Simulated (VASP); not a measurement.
Here is a VASP 6.6.1 calculation.

INCAR

```
SYSTEM = MgS
PREC     = Accurate       ! precision mode
ENCUT    = 520            ! plane-wave cutoff, eV
EDIFF    = 1E-7           ! SCF threshold, eV
ISMEAR   = 0              ! smearing method
SIGMA    = 0.01           ! smearing width, eV
LREAL    = .FALSE.        ! projectors in reciprocal space
LASPH    = .TRUE.         ! aspherical terms in the spheres
NELM     = 80             ! most SCF steps
ALGO     = Normal         ! electronic algorithm
ISIF     = 2              ! what is computed and relaxed
LWAVE    = .FALSE.        ! write WAVECAR
LCHARG   = .FALSE.        ! write CHGCAR
GGA      = PE             ! functional
NBANDS   = 11             ! bands
```

The input KPOINTS:

```
regular mesh
0
G
  6 6 6
  0 0 0
```

File POSCAR:

```
MgS
1.0
    0.0000000000      2.6443075817      2.6443075817
    2.6443075817      0.0000000000      2.6443075817
    2.6443075817      2.6443075817      0.0000000000
Mg S
1 1
Direct
    0.0000000000      0.0000000000      0.0000000000
    0.5000000000      0.5000000000      0.5000000000
```

Potentials or basis: VASP PAW PBE potentials, release 64 (Mg, S).

The run is started by

```console
$ cat potpaw_PBE.64/Mg/POTCAR potpaw_PBE.64/S/POTCAR > POTCAR
$ mpirun -np 1 vasp_std > vasp.out
```

Question: What does it give for the band gap on the k mesh?

Answer: 2.67 eV, indirect (least direct gap 3.34 eV).

Question: What does it give for the pressure?

Answer: -2.6 GPa.

A k mesh can miss the band edges. As with any semilocal functional, this PBE gap is likely too small.
